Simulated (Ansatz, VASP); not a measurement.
**One calculation of SiF, two programs**

Contents of INCAR:

```
SYSTEM = SiF
PREC = Accurate
ENCUT = 520
EDIFF = 1E-7
ISMEAR = 0
SIGMA = 0.1
LREAL = .FALSE.
LASPH = .TRUE.
NELM = 100
ALGO = Normal
ISIF = 2
LWAVE = .FALSE.
LCHARG = .FALSE.
GGA = PE
NBANDS = 32
```

KPOINTS

```
regular mesh
0
G
  4 4 2
  0 0 0
```

Contents of POSCAR:

```
SiF
1.0
   -1.9849273765     -3.4379950655      0.0000000000
    0.0000000000      2.2919967103     -6.2944698841
    5.9547821296     -3.4379950655      0.0000000000
Si F
4 4
Direct
    0.7222405297      0.4444810595      0.9074135099
    0.2222405297      0.4444810595      0.4074135099
    0.7777594703      0.5555189405      0.5925864901
    0.2777594703      0.5555189405      0.0925864901
    0.5929608111      0.1859216221      0.8643202704
    0.0929608111      0.1859216221      0.3643202704
    0.9070391889      0.8140783779      0.6356797296
    0.4070391889      0.8140783779      0.1356797296
```

Input for Ansatz:

```yaml
crystal:
  lattice:
    - [-1.9849273765, -3.4379950655, 0.0]
    - [0.0, 2.2919967103, -6.2944698841]
    - [5.9547821296, -3.4379950655, 0.0]
  atoms:
    - { symbol: Si, position: [0.7222405297, 0.4444810595, 0.9074135099] }
    - { symbol: Si, position: [0.2222405297, 0.4444810595, 0.4074135099] }
    - { symbol: Si, position: [0.7777594703, 0.5555189405, 0.5925864901] }
    - { symbol: Si, position: [0.2777594703, 0.5555189405, 0.0925864901] }
    - { symbol: F, position: [0.5929608111, 0.1859216221, 0.8643202704] }
    - { symbol: F, position: [0.0929608111, 0.1859216221, 0.3643202704] }
    - { symbol: F, position: [0.9070391889, 0.8140783779, 0.6356797296] }
    - { symbol: F, position: [0.4070391889, 0.8140783779, 0.1356797296] }
basis:
  ecutwfc: 420
kpoints:
  mp_grid: { grid: [4, 4, 2] }
hamiltonian:
  xc: pbe
scf:
  occupations: { method: gaussian, width: 0.1 }
  lower_state_search: "off"
output:
  forces: true
  stress: true
  eigenvalues: true
```

Alike in both runs: task single point; functional PBE; k mesh 4 × 4 × 2; occupations gaussian, width 0.1 eV; no spin polarisation.

```csv
,VASP,Ansatz
version,VASP 6.6.1,Ansatz 0.2.0
potentials or method,"VASP PAW PBE potentials, release 64 (Si, F), cutoff 520 eV","scalar-relativistic, plane waves, PAW"
valence electrons in the cell,44,44
```

```csv
,VASP,Ansatz,Ansatz less VASP
gap on the k mesh at the Fermi level (eV),0.54,0.54,-0.002
least direct gap on the mesh (eV),0.54,0.54,-0.002
pressure (GPa),0.3,0.1,-0.21
"traceless stress, the component that is largest in VASP (GPa)",0.93,0.11,-0.822
rms of the force components (eV/Å),0.125,0.018,-0.1070
```

Atom by atom the forces differ by 0.114 eV/Å (rms over components).

The k mesh is coarse, so the values compare programs but aren't converged.
